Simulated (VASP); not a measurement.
# Ti: relaxation of cell and atoms with LDA

Ti:

```
CELL_PARAMETERS angstrom
-1.41279 1.41279 1.41279
1.41279 -1.41279 1.41279
1.41279 1.41279 -1.41279
ATOMIC_POSITIONS crystal
Ti 0.00000 0.00000 0.00000
```

* Program: VASP 6.6.1
* Task: relaxation of cell and atoms
* Functional: LDA
* Potentials or basis: VASP PAW LDA potentials, release 64 (Ti_sv)
* Cutoff: 600 eV
* k mesh: 19 × 19 × 19
* Occupations: fermi-dirac, width 0.05 eV
* Spin: no spin polarisation
* Target pressure: 75 GPa
* Dipole correction: no
* Further INCAR settings: ALGO = Normal; EDIFF = 1e-06; IBRION = 2; EDIFFG = -0.005; NSW = 60; ISIF = 3

```
Relaxed volume                                         : 10.99 Å³/atom
Relaxed cell                                           : a = 2.426 Å, b = 2.426 Å, c = 2.426 Å, α = 109.47°, β = 109.47°, γ = 109.47°
Space group after relaxing (to 0.05 Å)                 : Im-3m (No. 229)
Energy change on relaxing (the enthalpy is what falls) : +128.4 meV/atom
Ionic steps                                            : 4
Pressure after relaxing                                : 74.9 GPa
Band gap on the k mesh                                 : zero (band 6 reaches 14.75 eV, above the bottom of band 7 at 12.51 eV)
```

The path:
```tsv
step	energy change (eV)	largest force (eV/Å)	pressure (GPa)	volume (Å³)
1	0.0000	0.0000	66.94	11.28
2	0.4499	0.0000	94.16	10.38
3	0.1258	0.0000	74.87	10.99
4	0.1284	0.0000	74.94	10.99
```

Final structure:
```
Ti
1.0
    -1.40056    1.40056    1.40056
     1.40056   -1.40056    1.40056
     1.40056    1.40056   -1.40056
Ti
1
Direct
  0.00000 0.00000 0.00000
```

Levels at points of the mesh, in eV from the Fermi level:
```tsv
k point	band 3	band 4	band 5	band 6	band 7	band 8	band 9	band 10
(0.00, 0.00, 0.00)	-30.49	-30.49	-6.26	1.14	1.14	1.14	4.17	4.17
```

Run time: 34 s on 1 thread of Intel(R) Xeon(R) 6975P-C (Granite Rapids), on a shared host, peak memory 0.15 GiB.

Caveat: the cell is relaxed towards a set pressure, so the enthalpy falls and the energy may rise.
